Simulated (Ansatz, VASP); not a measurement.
# Two plane-wave programs on TiO

INCAR

```
  PREC = Accurate
  ENCUT = 520
  EDIFF = 1E-6
  ISMEAR = 0
  SIGMA = 0.15
  LREAL = False
  LASPH = True
  NELM = 60
  ALGO = Normal
  ISIF = 2
  LWAVE = False
  LCHARG = False
  GGA = PS
  NBANDS = 36
```

Contents of KPOINTS:

```
regular mesh
0
Gamma
  12 12 16
```

Contents of POSCAR:

```
TiO
1.0
    4.9584399664      0.0000000000      0.0000000000
   -2.4792199832      4.2941349741      0.0000000000
    0.0000000000      0.0000000000      2.8359676515
Ti O
3 3
Direct
    0.6666666667      0.3333333333      0.5000000000
    0.3333333333      0.6666666667      0.5000000000
    0.0000000000      0.0000000000      0.0000000000
    0.6052948633      0.6052948633      0.0000000000
    0.3947051367      0.0000000000      0.0000000000
    0.0000000000      0.3947051367      0.0000000000
```

Input for Ansatz:

```yaml
crystal:
  lattice:
    - [4.9584399664, 0.0, 0.0]
    - [-2.4792199832, 4.2941349741, 0.0]
    - [0.0, 0.0, 2.8359676515]
  atoms:
    - { symbol: Ti, position: [0.6666666667, 0.3333333333, 0.5] }
    - { symbol: Ti, position: [0.3333333333, 0.6666666667, 0.5] }
    - { symbol: Ti, position: [0.0, 0.0, 0.0] }
    - { symbol: O, position: [0.6052948633, 0.6052948633, 0.0] }
    - { symbol: O, position: [0.3947051367, 0.0, 0.0] }
    - { symbol: O, position: [0.0, 0.3947051367, 0.0] }
basis:
  ecutwfc: 420
kpoints:
  mp_grid: { grid: [12, 12, 16] }
hamiltonian:
  xc: pbesol
scf:
  occupations: { method: gaussian, width: 0.15 }
output:
  forces: true
  stress: true
  eigenvalues: true
```

Alike in both runs: task single point; functional PBEsol; k mesh 12 × 12 × 16; occupations gaussian, width 0.15 eV; no spin polarisation.

|  | VASP | Ansatz |
| --- | --- | --- |
| version | VASP 6.6.1 | Ansatz 0.2.0 |
| potentials or method | VASP PAW PBE potentials, release 64 (Ti_sv, O), cutoff 520 eV | scalar-relativistic, plane waves, PAW |
| valence electrons in the cell | 54 | 54 |

```csv
,VASP,Ansatz,Ansatz less VASP
gap on the k mesh at the Fermi level (eV),none,none,-
pressure (GPa),0.8,0.0,-0.79
"traceless stress, the component that is largest in VASP (GPa)",0.06,0.13,+0.061
rms of the force components (eV/Å),0.005,0.000,-0.0046
```

VASP's potentials were made for PBE, not for PBEsol. Atom by atom the forces differ by 0.005 eV/Å (rms over components). A gap of «none» marks a metal or a gap that the smearing closes.
